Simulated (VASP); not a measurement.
Write the native input for VASP 6.6.1 that does the following.

- Task: single point
- Functional: LDA
- Potentials or basis: VASP PAW LDA potentials, release 64 (Sn_d, O)
- Cutoff: 520 eV
- k mesh: 6 × 6 × 8
- Occupations: gaussian, width 0.05 eV
- Spin: no spin polarisation
- Dipole correction: no
- Further INCAR settings: ALGO = Normal; EDIFF = 1e-06; NBANDS = 35

The structure of SnO2 lies in POSCAR:

```
SnO2
1.0
    4.7201335122      0.0000000000      0.0000000000
    0.0000000000      4.7206343096      0.0000000000
    0.0000000000      0.0000000000      3.1888226875
Sn O
2 4
Direct
    0.4934944068      0.4924863052      0.5000000000
    0.0065189374     -0.0075252158      0.0000000000
    0.3087833424      0.3072282845      0.0000000000
    0.8568725620      0.2485648612      0.5000000000
    0.1911671515      0.8071856714      0.5000000000
    0.6430779320      0.7486074743      0.0000000000
```

This cell differs from its parent crystal: atoms displaced along several vibrational modes.

These files were run (other wordings do the same):

INCAR

```
PREC = Accurate ; ENCUT = 520
EDIFF = 1E-6 ; ISMEAR = 0
SIGMA = 0.05 ; LREAL = F
LASPH = T ; NELM = 80
ALGO = Normal ; ISIF = 2
LWAVE = F ; LCHARG = T
GGA = CA ; LELF = T
LVHAR = T ; NBANDS = 35
```

KPOINTS

```
Automatic mesh
0
Gamma
  6 6 8
```

Potentials or basis: VASP PAW LDA potentials, release 64 (Sn_d, O).

Launch:

```console
$ cat potpaw_LDA.64/Sn_d/POTCAR potpaw_LDA.64/O/POTCAR > POTCAR
$ mpirun -np 1 vasp_std > vasp.out
```

It gave:

The pressure is -0.5 GPa, the largest force is 1.293 eV/Å and the band gap on the k mesh is 1.40 eV (least direct gap 1.42 eV).

Caveat: the cell differs from its parent crystal (atoms displaced along several vibrational modes); spin-orbit coupling is left out, which moves the levels of the heavy elements; forces of over 1 eV/Å act on the atoms, so gaps and moduli don't describe the material at rest.

Run time: 5.3 min on 1 thread of Intel Xeon 8259CL, on a shared host, peak memory 0.29 GiB.
